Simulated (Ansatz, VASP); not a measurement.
Two plane-wave programs on BeSe

```
CELL_PARAMETERS angstrom
0.00000 2.51666 2.51666
2.51666 0.00000 2.51666
2.51666 2.51666 0.00000
ATOMIC_POSITIONS crystal
Be 0.00000 0.00000 0.00000
Se 0.25000 0.25000 0.25000
```

Alike in both runs: task single point; functional PBEsol-based screened hybrid with a share of 0.304 of exact exchange and HFSCREEN = 0.256; k mesh 8 × 8 × 8; no spin polarisation.

```csv
,VASP,Ansatz
version,VASP 6.6.1,Ansatz 0.2.0
potentials or method,"VASP PAW PBE potentials, release 64 (Be, Se), cutoff 520 eV",PAW plane waves
occupations,"fermi-dirac, width 0.1 eV",fermi-dirac
valence electrons in the cell,8,18
```

Ansatz gave:

| Quantity | Value |
| --- | --- |
| pressure (GPa) | 4.5 |

**Question.** Estimate VASP's values.

**Answer.** Pressure (GPa): 4.3.

VASP's potentials were made for PBE, not for PBEsol-based screened hybrid. VASP's potentials hold 8 valence electrons a cell and Ansatz's 18, so a difference there can come from the potentials and not from the codes. Ansatz's warnings: stress exchange threshold loose, stress scf threshold loose.
